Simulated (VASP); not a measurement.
Input of a VASP 6.6.1 run:

File INCAR:

```
PREC = Accurate ; ENCUT = 520
EDIFF = 1E-6 ; ISMEAR = -1
SIGMA = 0.1 ; LREAL = False
LASPH = True ; NELM = 80
ALGO = Normal ; ISIF = 2
LWAVE = False ; LCHARG = False
GGA = RE ; NBANDS = 28
```

File KPOINTS:

```
Automatic mesh
0
Gamma
  9 9 13
```

POSCAR

```
W
1.0
    4.8236341566      0.0000000000      0.0000000000
   -2.4118170783      4.1773897182      0.0000000000
    0.0000000000      0.0000000000      2.6859503672
W
3
Direct
    0.0000000000      1.0000000000      0.0000000000
    0.3333333333      0.6666666667      0.5000000000
    0.6666666667      0.3333333333      0.5000000000
```

Potentials or basis: VASP PAW PBE potentials, release 64 (W_sv).

The run is started by

```bash
$ cat potpaw_PBE.64/W_sv/POTCAR > POTCAR
$ mpirun -np 1 vasp_std > vasp.out
```

Question: Predict the pressure.

Answer: -17.2 GPa.

Question: Estimate the band gap on the k mesh.

Answer: Zero (bands 21 and 22 overlap by 0.67 eV).

Stress tensor (GPa, compression positive):
```
-16.29   0.00   0.00
  0.00 -16.29   0.00
  0.00   0.00 -19.11
```

Caveat: the cell stands under tension; the PAW data sets were made with another functional, which shifts forces and pressure a little; spin-orbit coupling is left out, which moves the levels of the heavy elements.
